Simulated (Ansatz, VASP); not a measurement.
## Two plane-wave programs on K

INCAR

```
PREC = Accurate ; ENCUT = 520
EDIFF = 1E-6 ; ISMEAR = -1
SIGMA = 0.1 ; LREAL = False
LASPH = True ; NELM = 60
ALGO = Normal ; ISIF = 2
LWAVE = False ; LCHARG = False
GGA = PS ; NBANDS = 10
```

Contents of KPOINTS:

```
regular mesh
0
Gamma
  14 14 14
```

POSCAR

```
K
1.0
   -2.7130781682      2.7130781682      2.7130781682
    2.7130781682     -2.7130781682      2.7130781682
    2.7130781682      2.7130781682     -2.7130781682
K
1
Direct
    0.0000000000      0.0000000000      0.0000000000
```

Input for Ansatz:

```yaml
crystal:
  lattice:
    - [-2.7130781682, 2.7130781682, 2.7130781682]
    - [2.7130781682, -2.7130781682, 2.7130781682]
    - [2.7130781682, 2.7130781682, -2.7130781682]
  atoms:
    - { symbol: K, position: [0.0, 0.0, 0.0] }
hamiltonian:
  xc: pbesol
  pseudopotentials:
    kind: paw
    azcp:
      K: "pseudopotentials/K.paw.azcp"
basis:
  ecutwfc: 420
  fft_grid_basis: typed
kpoints:
  mp_grid: { grid: [14, 14, 14], shift: [0, 0, 0] }
magnetization:
  spin_polarized: false
scf:
  occupations: { method: fermi_dirac, width: 0.1 }
output:
  stress: true
```

Alike in both runs: task single point; functional PBEsol; k mesh 14 × 14 × 14; occupations fermi-dirac, width 0.1 eV; no spin polarisation.

```csv
,VASP,Ansatz
version,VASP 6.6.1,Ansatz 0.2.0
potentials or method,"VASP PAW PBE potentials, release 64 (K_sv), cutoff 520 eV","plane waves (420 eV) with PAW, scalar-relativistic"
valence electrons in the cell,9,9
```

```tsv
	VASP	Ansatz	Ansatz less VASP
pressure (GPa)	-0.4	-0.3	+0.01
```

VASP's potentials were made for PBE, not for PBEsol, and Ansatz warns of the same on its side.
